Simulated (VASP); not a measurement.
A run of VASP 6.6.1:

Contents of INCAR:

```
PREC = Accurate
ENCUT = 520
EDIFF = 1E-6
ISMEAR = 0
SIGMA = 0.05
LREAL = False
LASPH = True
NELM = 150
ALGO = Normal
ISIF = 2
LWAVE = False
LCHARG = False
ISPIN = 2
MAGMOM = 1
LORBIT = 11
LDIPOL = True
IDIPOL = 3
DIPOL = 0.5 0.5 0.654
GGA = PE
IVDW = 12
NBANDS = 10
```

Contents of KPOINTS:

```
Automatic mesh
0
Gamma
  2 3 1
```

Contents of POSCAR:

```
H
1.0
    7.6671877233      0.0000000000      0.0000000000
    0.0000000000      5.4215204318      0.0000000000
    0.0000000000      0.0000000000     25.4442129496
H
1
Direct
    0.0000000000      0.3350123790      0.6536559108
```

Potentials or basis: VASP PAW PBE potentials, release 64 (H).

The run is started by

```bash
$ cat potpaw_PBE.64/H/POTCAR > POTCAR
$ mpirun -np 1 vasp_std > vasp.out
```

Hardware: 1 thread of Oxide Virtual Turin-like Processor, on a shared host.

Task: How long does it take, and how much memory?

Result: Run time: 6.8 min on 1 thread of Oxide Virtual Turin-like Processor, on a shared host, peak memory 1.2 GiB. Counts: scf iterations 27, k points 4.
